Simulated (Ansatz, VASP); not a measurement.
Ge in VASP and in Ansatz

The input INCAR:

```
SYSTEM = Ge
PREC     = Accurate       ! precision mode
ENCUT    = 520            ! plane-wave cutoff, eV
EDIFF    = 1E-6           ! SCF threshold, eV
ISMEAR   = 0              ! smearing method
SIGMA    = 0.15           ! smearing width, eV
LREAL    = .FALSE.        ! projectors in reciprocal space
LASPH    = .TRUE.         ! aspherical terms in the spheres
NELM     = 80             ! most SCF steps
ALGO     = Normal         ! electronic algorithm
ISIF     = 2              ! what is computed and relaxed
LWAVE    = .FALSE.        ! write WAVECAR
LCHARG   = .FALSE.        ! write CHGCAR
GGA      = CA             ! functional
NBANDS   = 21             ! bands
```

Contents of KPOINTS:

```
Automatic mesh
0
G
  14 14 14
  0 0 0
```

The input POSCAR:

```
Ge
1.0
    0.0000000000      2.7779676512      2.8762020514
    2.7779676512      0.0000000000      2.8762020514
    2.7779676512      2.7779676512      0.0000000000
Ge
2
Direct
    0.5087522293      0.4912477707      0.4912477707
    0.7412477707      0.7587522293      0.7587522293
```

Input for Ansatz:

```yaml
crystal:
  lattice:
    - [0.0, 2.7779676512, 2.8762020514]
    - [2.7779676512, 0.0, 2.8762020514]
    - [2.7779676512, 2.7779676512, 0.0]
  atoms:
    - { symbol: Ge, position: [0.5087522293, 0.4912477707, 0.4912477707] }
    - { symbol: Ge, position: [0.7412477707, 0.7587522293, 0.7587522293] }
basis:
  ecutwfc: 420
kpoints:
  mp_grid: { grid: [14, 14, 14] }
hamiltonian:
  xc: lda
  pseudopotentials: { kind: paw, azcp: { folder: soft_1 } }
scf:
  occupations: { method: gaussian, width: 0.15 }
output:
  forces: true
  stress: true
  eigenvalues: true
```

Change from the starting cell: mode 4 frozen in at -0.049 Å, strain +e along z and -e/2 along x and y +0.0233.

Alike in both runs: task single point; functional LDA; k mesh 14 × 14 × 14; occupations gaussian, width 0.15 eV; no spin polarisation.

```csv
,VASP,Ansatz
version,VASP 6.6.1,Ansatz 0.2.0
potentials or method,"VASP PAW LDA potentials, release 64 (Ge_d), cutoff 520 eV","scalar-relativistic, plane waves, PAW"
valence electrons in the cell,28,28
```

Ansatz gave:

```
gap on the k mesh at the Fermi level (eV)                     : none
pressure (GPa)                                                : 0.4
traceless stress, the component that is largest in VASP (GPa) : -3.13
rms of the force components (eV/Å)                            : 0.619
```

Q: Which values does VASP return?

A: gap on the k mesh at the Fermi level (eV): none; pressure (GPa): 0.6; traceless stress, the component that is largest in VASP (GPa): -3.17; rms of the force components (eV/Å): 0.624.

Ansatz warns that its potentials were made for another functional, while VASP's fit it. LDA's correlation is that of Perdew and Zunger in VASP and of Perdew and Wang (1992) in Ansatz. Atom by atom the forces differ by 0.005 eV/Å (rms over components). A gap of «none» marks a metal or a gap that the smearing closes.
